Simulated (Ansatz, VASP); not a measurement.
**One calculation of Os, two programs**

```
Os
1.0
     0.00000    1.96061    1.96061
     1.96061    0.00000    1.96061
     1.96061    1.96061    0.00000
Os
1
Direct
  0.00000 0.00000 0.00000
```

Alike in both runs: task single point; functional PBEsol; k mesh 16 × 16 × 16; occupations fermi-dirac, width 0.1 eV; no spin polarisation.

```csv
,VASP,Ansatz
version,VASP 6.6.1,Ansatz 0.2.0
potentials or method,"VASP PAW PBE potentials, release 64 (Os), cutoff 520 eV","plane waves (420 eV) with PAW, scalar-relativistic"
valence electrons in the cell,8,16
```

VASP gave:

- pressure (GPa): -27.4

Q: Which values does Ansatz return?

A: Pressure (GPa): -27.3.

VASP's potentials were made for PBE, not for PBEsol, and Ansatz warns of the same on its side. VASP's potentials hold 8 valence electrons a cell and Ansatz's 16, so a difference there can come from the potentials and not from the codes.

Spin-orbit coupling is off throughout.
